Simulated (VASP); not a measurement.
**Zr: relaxation of cell and atoms with PBEsol**

Zr:

```
Zr
1.0
    -1.58978    1.58978    2.41862
     1.58978   -1.58978    2.41862
     1.58978    1.58978   -2.41862
Zr
1
Direct
  0.00000 0.00000 0.00000
```

| Property | Result |
| --- | --- |
| Program | VASP 6.6.1 |
| Task | relaxation of cell and atoms |
| Functional | PBEsol |
| Potentials or basis | VASP PAW PBE potentials, release 64 (Zr_sv) |
| Cutoff | 500 eV |
| k mesh | 8 × 8 × 8 |
| Occupations | gaussian, width 0.1 eV |
| Spin | no spin polarisation |
| Dipole correction | no |
| Further INCAR settings | ALGO = Normal; EDIFF = 1e-07; IBRION = 2; EDIFFG = -0.04; NSW = 90; ISIF = 3 |

* Relaxed volume: 22.18 Å³/atom
* Relaxed cell: a = 3.154 Å, b = 3.154 Å, c = 3.154 Å, α = 119.99°, β = 119.99°, γ = 90.01°
* Space group after relaxing (to 0.1 Å): Fm-3m (No. 225)
* Energy gained by relaxing: 74.2 meV/atom
* Ionic steps: 10
* Pressure after relaxing: 0.0 GPa
* Band gap on the k mesh: zero (bands 6 and 7 overlap by 1.38 eV)

The path:
| step | energy change (eV) | largest force (eV/Å) | pressure (GPa) | volume (Å³) |
| --- | --- | --- | --- | --- |
| 1 | 0.0000 | 0.0000 | -7.98 | 24.45 |
| 2 | -0.0168 | 0.0000 | 9.91 | 20.39 |
| 3 | -0.0653 | 0.0000 | 0.16 | 22.14 |
| 4 | -0.0653 | 0.0000 | 0.36 | 22.09 |
| 5 | -0.0709 | 0.0000 | 0.43 | 22.08 |
| 6 | -0.0737 | 0.0000 | 0.58 | 22.05 |
| 7 | -0.0739 | 0.0000 | 0.64 | 22.04 |
| 8 | -0.0739 | 0.0000 | 0.67 | 22.04 |
| 9 | -0.0736 | 0.0000 | -0.96 | 22.40 |
| 10 | -0.0742 | 0.0000 | 0.00 | 22.18 |

Final structure:
```
Zr
1.0
    -1.57706    1.57706    2.22976
     1.57706   -1.57706    2.22976
     1.57706    1.57706   -2.22976
Zr
1
Direct
  0.00000 0.00000 0.00000
```

Levels at points of the mesh, in eV from the Fermi level:
| k point | band 3 | band 4 | band 5 | band 6 | band 7 | band 8 | band 9 | band 10 |
| --- | --- | --- | --- | --- | --- | --- | --- | --- |
| (0.00, 0.00, 0.00) | -25.95 | -25.95 | -5.63 | 1.01 | 1.01 | 1.02 | 3.58 | 3.59 |
| (0.50, 0.00, 0.00) | -26.09 | -26.09 | -3.05 | 0.81 | 0.81 | 1.32 | 5.51 | 5.51 |
| (0.50, 0.50, 0.00) | -26.35 | -26.35 | -3.16 | -2.33 | 3.30 | 5.51 | 6.07 | 6.07 |
| (0.50, 0.50, 0.50) | -26.35 | -26.35 | -3.16 | -2.33 | 3.30 | 5.51 | 6.07 | 6.07 |

It took 46 s on 1 thread of Intel(R) Xeon(R) Platinum 8488C (Sapphire Rapids), on a shared host, peak memory 0.15 GiB.

Caveat: the PAW data sets were made with another functional, which shifts forces and pressure a little.
